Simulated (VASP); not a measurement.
As:

```
CELL_PARAMETERS angstrom
2.64849 0.00000 0.00000
0.00000 2.64849 0.00000
0.00000 0.00000 2.64849
ATOMIC_POSITIONS crystal
As 0.50000 0.50000 0.50000
```

Base run:

| Property | Result |
| --- | --- |
| Program | VASP 6.6.1 |
| Functional | PBE |
| Potentials or basis | VASP PAW PBE potentials, release 64 (As) |
| Cutoff | 500 eV |
| k mesh | 10 × 10 × 10 |
| Occupations | fermi-dirac, width 0.05 eV |
| Spin | no spin polarisation |

Its results: pressure 8.9 GPa.

Task: The run is repeated on the same cell with these changes: functional from PBE to r2SCAN; cutoff from 500 eV to 520 eV. What comes out?

Result: Pressure 6.3 GPa.

Caveats: the PAW data sets were made with another functional, which shifts forces and pressure a little (some runs).
